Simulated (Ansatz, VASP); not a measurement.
## SnO2: VASP beside Ansatz

```
Sn O
1.0
     1.61709    0.93363    4.80059
    -1.61709    0.93363    4.80059
     0.00000   -1.86726    4.80059
Sn O
1 2
Direct
  0.51546 0.48454 0.50000
  0.23717 0.23717 0.23717
  0.76283 0.76283 0.76283
```

Change from the starting cell: all Sn atoms moved +0.050 Å, as atom 1 along Cartesian [1 0 0].

Alike in both runs: task single point; functional LDA; k mesh 12 × 12 × 12; occupations gaussian, width 0.05 eV; no spin polarisation.

```csv
,VASP,Ansatz
version,VASP 6.6.1,Ansatz 0.2.0
potentials or method,"VASP PAW LDA potentials, release 64 (Sn_d, O), cutoff 520 eV","scalar-relativistic, plane waves, PAW"
valence electrons in the cell,26,26
```

```tsv
	VASP	Ansatz	Ansatz less VASP
gap on the k mesh at the Fermi level (eV)	1.77	1.77	+0.003
least direct gap on the mesh (eV)	1.89	1.89	-0.003
pressure (GPa)	-8.2	-8.9	-0.67
traceless stress, the component that is largest in VASP (GPa)	1.26	1.74	+0.479
rms of the force components (eV/Å)	0.377	0.390	+0.0136
```

LDA's correlation is that of Perdew and Zunger in VASP and of Perdew and Wang (1992) in Ansatz. Atom by atom the forces differ by 0.030 eV/Å (rms over components).
